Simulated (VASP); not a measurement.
Wanted: the native input for a VASP 6.6.1 run.

| Property | Result |
| --- | --- |
| Task | single point |
| Functional | PBE |
| Potentials or basis | VASP PAW PBE potentials, release 64 (Zr_sv, C) |
| Cutoff | 520 eV |
| k mesh | 12 × 12 × 6 |
| Occupations | gaussian, width 0.05 eV |
| Spin | no spin polarisation |
| Dipole correction | no |
| Further INCAR settings | ALGO = Fast; EDIFF = 1e-06; NBANDS = 24 |

The structure of ZrC lies in POSCAR:

```
ZrC
1.0
    3.8868520451      0.0000000000      0.0000000000
   -1.9434260226      3.3324514857      0.0000000000
    0.0000000000      0.0000000000      4.7180910788
Zr C
2 2
Direct
    0.6666666667      0.3333333333      0.0681625387
    0.3333333333      0.6666666667      0.5681625387
    0.6666666667      0.3333333333      0.5570374613
    0.3333333333      0.6666666667      0.0570374613
```

One way to write it, as run:

INCAR

```
PREC = Accurate ; ENCUT = 520
EDIFF = 1E-6 ; ISMEAR = 0
SIGMA = 0.05 ; LREAL = F
LASPH = T ; NELM = 100
ALGO = Fast ; ISIF = 2
LWAVE = F ; LCHARG = F
GGA = PE ; NBANDS = 24
```

KPOINTS

```
Automatic mesh
0
Gamma
  12 12 6
```

Potentials or basis: VASP PAW PBE potentials, release 64 (Zr_sv, C).

Command:

```console
$ cat potpaw_PBE.64/Zr_sv/POTCAR potpaw_PBE.64/C/POTCAR > POTCAR
$ mpirun -np 1 vasp_std > vasp.out
```

Results of the run:

```
Pressure               : 1.9 GPa
Largest force          : 0.123 eV/Å
Band gap on the k mesh : zero (bands 16 and 17 overlap by 1.15 eV)
```

Run time: 8.8 min on 1 thread of Oxide Virtual Turin-like Processor, on a shared host, peak memory 0.3 GiB.
